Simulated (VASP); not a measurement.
# ZnS (Cm) in VASP: single point with PBE

Aim: the single point of ZnS with PBE.

Everything below comes from runs of VASP 6.6.1. Logs are shortened: lines on timing, memory, paths and dates and some standing lists are left out, and cuts for length are marked.

## Step 1: The cell of the first run

The structure is monoclinic, space group Cm (No. 8). Conventional cell: a = 6.601 Å, b = 3.811 Å, c = 6.234 Å, α = 90.00°, β = 90.00°, γ = 90.00°. Within 3.0 Å of Zn (site symmetry m) lie 4 S at 2.27 to 2.42 Å. Within 3.0 Å of Zn (site symmetry m) lie 4 S at 2.24 to 2.42 Å. S (site symmetry m) has 4 Zn at 2.24 to 2.42 Å within 3.0 Å. Within 3.0 Å of S (site symmetry m) lie 4 Zn at 2.27 to 2.42 Å.

## Step 2: Single point, PBE

INCAR

```
ALGO = Normal
EDIFF = 1E-7
ENCUT = 520
GGA = PE
ISIF = 2
ISMEAR = -1
LASPH = True
LCHARG = True
LELF = True
LREAL = False
LVHAR = True
LWAVE = False
NBANDS = 26
NELM = 100
PREC = Accurate
SIGMA = 0.02
```

KPOINTS

```
k-points
0
Gamma
  12 12 6
```

POSCAR

```
ZnS
1.0
    3.8109987816      0.0000000000      0.0000000000
   -1.9054993908      3.3004217586      0.0000000000
    0.0000000000      0.0000000000      6.2340000000
Zn S
2 2
Direct
    0.3333333333      0.6666666667      0.0000000000
    0.6666666667      0.3333333333      0.5000000000
    0.3117269403      0.6558634702      0.3887271028
    0.6450602737      0.3225301368      0.8887271028
```

Potentials or basis: VASP PAW PBE potentials, release 64 (Zn, S).

Run with:

```bash
$ cat potpaw_PBE.64/Zn/POTCAR potpaw_PBE.64/S/POTCAR > POTCAR
$ mpirun -np 1 vasp_std > vasp.out
```

OUTCAR:

```text
EDIFF = 1E-7
   ENCUT = 520
   GGA = PE
   ISIF = 2
   ISMEAR = -1
   LASPH = True
   LREAL = False
   NELM = 100
   PREC = Accurate

 ion  position               nearest neighbor table
   1  0.333  0.667  0.000-   4 2.27   4 2.27   4 2.38   3 2.42
   2  0.667  0.333  0.500-   3 2.24   3 2.34   3 2.34   4 2.42
   3  0.312  0.656  0.389-   2 2.24   2 2.34   2 2.34   1 2.42
   4  0.645  0.323  0.889-   1 2.27   1 2.27   1 2.38   2 2.42

  LATTYP: Found a hexagonal cell.
 ALAT       =     3.8109987816
 C/A-ratio  =     1.6357916539

  Lattice vectors:

 A1 = (   3.8109987816,   0.0000000000,   0.0000000000)
 A2 = (  -1.9054993908,   3.3004217586,   0.0000000000)
 A3 = (   0.0000000000,   0.0000000000,   6.2340000000)

Analysis of symmetry for initial positions (statically):
=====================================================================
 Subroutine PRICEL returns:
 Original cell was already a primitive cell.

 Routine SETGRP: Setting up the symmetry group for a
 hexagonal supercell.

 Subroutine GETGRP returns: Found  2 space group operations
 (whereof  2 operations were pure point group operations)
 out of a pool of 24 trial point group operations.

The static configuration has the point symmetry C_1h.

Analysis of symmetry for dynamics (positions and initial velocities):
=====================================================================
 Subroutine PRICEL returns:
 Original cell was already a primitive cell.

 Routine SETGRP: Setting up the symmetry group for a
 hexagonal supercell.

 Subroutine GETGRP returns: Found  2 space group operations
 (whereof  2 operations were pure point group operations)
 out of a pool of 24 trial point group operations.

The dynamic configuration has the point symmetry C_1h.

 Subroutine INISYM returns: Found  2 space group operations
 (whereof  2 operations are pure point group operations),
 and found     1 'primitive' translations

----------------------------------------------------------------------------------------

                                     Primitive cell

  volume of cell :      78.4106

  direct lattice vectors                    reciprocal lattice vectors
     3.810998782  0.000000000  0.000000000     0.262398405  0.151495789  0.000000000
    -1.905499391  3.300421759  0.000000000     0.000000000  0.302991579  0.000000000
[... 86 lines left out ...]
   LASPH  =      T    aspherical Exc in radial PAW
   ENCUT  =  520.0 eV  38.22 Ry    6.18 a.u.   7.09  7.09 11.59*2*pi/ulx,y,z
   NELM   =    100;   NELMIN=  2; NELMDL= -5     # of ELM steps
   EDIFF  = 0.1E-06   stopping-criterion for ELM
   LREAL  =      F    real-space projection
   EDIFFG = 0.1E-05   stopping-criterion for IOM
   NSW    =      0    number of steps for IOM
   IBRION =     -1    ionic relax: 0-MD 1-quasi-New 2-CG
   NFREE  =      0    steps in history (QN), initial steepest desc. (CG)
   ISIF   =      2    stress and relaxation
   ISYM   =      2    0-nonsym 1-usesym 2-fastsym
   POTIM  = 0.5000    time-step for ionic-motion
   TEBEG  =    0.0;   TEEND  =   0.0 temperature during run
   PSTRESS=    0.0 pullay stress
   NELECT =      36.0000    total number of electrons
   NUPDOWN=      -1.0000    fix difference up-down
   EMIN   =  10.00;   EMAX   =-10.00  energy-range for DOS
   EFERMI =   0.00;   METHOD = LEGACY
   ISMEAR =    -1;   SIGMA  =   0.02  broadening in eV -4-tet -1-fermi 0-gaus
   EFERMI_NEDOS =   21; number of points for ismear=-14 and -15
   IALGO  =     38    algorithm
   IMIX   =      4    mixing-type and parameters
     AMIX     =   0.40;   BMIX     =  1.00
     AMIX_MAG =   1.60;   BMIX_MAG =  1.00
  volume/ion in A,a.u.               =      19.60       132.29
  Fermi-wavevector in a.u.,A,eV,Ry     =   1.262944  2.386617 21.701656  1.595027
  Thomas-Fermi vector in A             =   2.396326
   LORBIT       =      0    0 simple, 1 ext, 2 COOP (PROOUT), +10 PAW based schemes
   GGA     = PE    functional components
   LHFCALC =     F    Hartree Fock is set to
   AEXX    =    0.0000 exact exchange contribution
   IVDW    =     0    specifies the selected vdW correction
   LEPSILON=     F    determine dielectric tensor
   LRPA    =     F    only Hartree local field effects (RPA)
 non-spin polarized calculation
  energy-cutoff  :      520.00
  volume of cell :       78.41
 maximum number of plane-waves:      2133
   NGX = 15   NGY = 15   NGZ = 23

 number of electron      35.9999975 magnetization

 Free energy of the ion-electron system (eV)
  ---------------------------------------------------
  ext. energy  EPLUGINS =         0.00000000
  ---------------------------------------------------
  free energy    TOTEN  =       -13.60004339 eV

  energy without entropy =      -13.60004339  energy(sigma->0) =      -13.60004339

 E-fermi :   2.5510     XC(G=0):  -9.6502

 val. band max:        2.1903778204   @ k =   0.0000   0.0000   0.0000
 cond. band min:       4.4249902716   @ k =   0.0000   0.0000   0.0000
 fundamental gap:      2.2346124512
 Fermi energy:         2.5510051159

 k-point     1 :       0.0000    0.0000    0.0000
  band No.  band energies     occupation
      1     -11.0404      2.00000
      2     -10.1276      2.00000
      3      -4.2546      2.00000
      4      -4.2465      2.00000
      5      -4.1679      2.00000
      6      -4.1623      2.00000
[... 685 lines left out ...]
     25      11.0676      0.00000
     26      11.8725      0.00000

 [... further k-points ...]

------------------------ aborting loop because EDIFF is reached ----------------------------------------

  FORCE on cell =-STRESS in cart. coord.  units (eV):
  Direction    XX          YY          ZZ          XY          YZ          ZX
  --------------------------------------------------------------------------------------
  -------------------------------------------------------------------------------------
  Total        1.9182568      1.8504193      0.4056902      0.0587489     -0.2766876     -0.4792367
  in kB       39.1960474     37.8099141      8.2895330      1.2004267     -5.6536020     -9.7923203
  external PRESSURE =      28.4318315 kB  Pullay stress =       0.0000000 kB

 VOLUME and BASIS-vectors are now :
 -----------------------------------------------------------------------------
  energy-cutoff  :      520.00
  volume of cell :       78.41
      direct lattice vectors                 reciprocal lattice vectors
     3.810998782  0.000000000  0.000000000     0.262398405  0.151495789  0.000000000
    -1.905499391  3.300421759  0.000000000     0.000000000  0.302991579  0.000000000
     0.000000000  0.000000000  6.234000000     0.000000000  0.000000000  0.160410651

 POSITION                                       TOTAL-FORCE (eV/Angst)
 -----------------------------------------------------------------------------------
     -0.00000      2.20028      0.00000        -0.400509     -0.231234      0.447158
      1.90550      1.10014      3.11700        -0.498549     -0.287838      0.452153
     -0.06176      2.16463      2.42332         0.501360      0.289460     -0.451903
      1.84374      1.06449      5.54032         0.397699      0.229611     -0.447407
 -----------------------------------------------------------------------------------
    total drift:                               -0.000126     -0.000070      0.000293

  FREE ENERGIE OF THE ION-ELECTRON SYSTEM (eV)
  ---------------------------------------------------
  free  energy   TOTEN  =       -13.6000433909 eV

  energy  without entropy=      -13.6000433908  energy(sigma->0) =      -13.60004339
```

Run time: 8.3 min. Hardware: 1 thread of Oxide Virtual Turin-like, shared host; peak memory 0.45 GiB.

Results:

* Free energy: -13.6000 eV
* Pressure: 2.8 GPa
* Largest force: 0.734 eV/Å
* Band gap on the k mesh: 2.23 eV

Forces in eV/Å, atoms in the order of the input:
```
Zn  -0.401 -0.231  0.447
Zn  -0.499 -0.288  0.452
S    0.501  0.289 -0.452
S    0.398  0.230 -0.447
```

Stress tensor (GPa, compression positive):
```
 3.92  0.12 -0.98
 0.12  3.78 -0.57
-0.98 -0.57  0.83
```

Levels at points of the mesh, in eV from the valence-band top:
| k point | band 16 | band 17 | band 18 | band 19 | band 20 | band 21 |
| --- | --- | --- | --- | --- | --- | --- |
| (0.00, 0.00, 0.00) | -0.06 | -0.04 | 0.00 | 2.23 | 2.93 | 6.26 |
| (0.50, 0.00, 0.00) | -2.29 | -1.55 | -1.05 | 3.56 | 4.25 | 5.16 |
| (0.00, 0.50, 0.00) | -2.27 | -1.56 | -1.03 | 3.56 | 4.24 | 5.15 |
| (0.00, 0.00, 0.50) | -0.59 | -0.38 | -0.37 | 3.47 | 3.47 | 6.51 |
| (0.50, 0.00, 0.50) | -1.69 | -1.58 | -1.47 | 3.48 | 3.73 | 4.95 |
| (0.00, 0.50, 0.50) | -1.73 | -1.52 | -1.47 | 3.54 | 3.66 | 5.01 |

Caveat: the cell differs from its parent crystal (all S atoms moved +0.075 Å, as atom 3 towards its neighbour atom 2 (Zn) at 2.314 Å).
